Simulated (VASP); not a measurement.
AlN: single point with PBEsol

Crystal: AlN.

```
CELL_PARAMETERS angstrom
-2.02262 -2.02262 0.00000
2.02262 -2.02262 0.00000
0.00000 0.00000 12.63573
ATOMIC_POSITIONS crystal
Al 0.00000 0.00000 0.08002
Al 0.50000 0.50000 0.24009
Al 0.00000 0.00000 0.40016
Al 0.50000 0.50000 0.56023
Al 0.00000 0.00000 0.72031
Al 0.50000 0.50000 0.88038
N 0.50000 0.50000 0.08002
N 0.00000 0.00000 0.24009
N 0.50000 0.50000 0.40016
N 0.00000 0.00000 0.56023
N 0.50000 0.50000 0.72031
N 0.00000 0.00000 0.88038
```

```
Program             : VASP 6.6.1
Task                : single point
Functional          : PBEsol
Potentials or basis : VASP PAW PBE potentials, release 64 (Al, N)
Cutoff              : 520 eV
k mesh              : 8 × 8 × 2
Occupations         : gaussian, width 0.05 eV
Spin                : no spin polarisation
```

```json
{"Pressure": "-5.1 GPa", "Largest force": "1.071 eV/Å", "Band gap on the k mesh": "3.92 eV, indirect (least direct gap 4.60 eV)"}
```

Forces in eV/Å, atoms in the order of the input:
```
Al   0.000  0.000 -0.425
Al   0.000  0.000  0.047
Al   0.000  0.000  0.000
Al   0.000  0.000  0.000
Al   0.000  0.000 -0.047
Al   0.000  0.000  0.425
N    0.000  0.000 -1.071
N    0.000  0.000  0.004
N    0.000  0.000  0.004
N    0.000  0.000 -0.004
N    0.000  0.000 -0.004
N    0.000  0.000  1.071
```

Stress tensor (GPa, compression positive):
```
-5.02  0.00  0.00
 0.00 -5.02  0.00
 0.00  0.00 -5.37
```

Levels at points of the mesh, in eV from the valence-band top:
| k point | band 20 | band 21 | band 22 | band 23 | band 24 | band 25 | band 26 | band 27 | band 28 | band 29 |
| --- | --- | --- | --- | --- | --- | --- | --- | --- | --- | --- |
| (0.00, 0.00, 0.00) | -0.66 | -0.66 | -0.04 | -0.04 | 0.00 | 4.60 | 4.73 | 5.34 | 5.80 | 6.09 |
| (0.50, 0.00, 0.00) | -1.09 | -1.06 | -1.06 | -0.82 | -0.82 | 5.69 | 5.69 | 6.60 | 6.60 | 8.30 |
| (0.50, 0.50, 0.00) | -3.24 | -2.96 | -2.96 | -2.31 | -2.31 | 3.92 | 3.92 | 5.20 | 5.20 | 6.02 |
| (0.00, 0.00, 0.50) | -0.66 | -0.37 | -0.37 | -0.15 | -0.15 | 4.89 | 4.96 | 5.03 | 5.41 | 5.81 |
| (0.50, 0.00, 0.50) | -1.09 | -1.06 | -1.06 | -0.82 | -0.82 | 5.44 | 5.44 | 7.30 | 7.30 | 7.67 |
| (0.50, 0.50, 0.50) | -3.24 | -3.11 | -3.11 | -2.38 | -2.38 | 4.18 | 4.18 | 5.29 | 5.29 | 5.99 |

Run time: 99 s on 1 thread of Intel(R) Xeon(R) Platinum 8259CL CPU @ 2.50GHz (Skylake/Cascade Lake), on a shared host, peak memory 0.25 GiB.

Caveat: the PAW data sets were made with another functional, which shifts forces and pressure a little. PBEsol gaps usually lie below the measured ones, often by a third to a half.
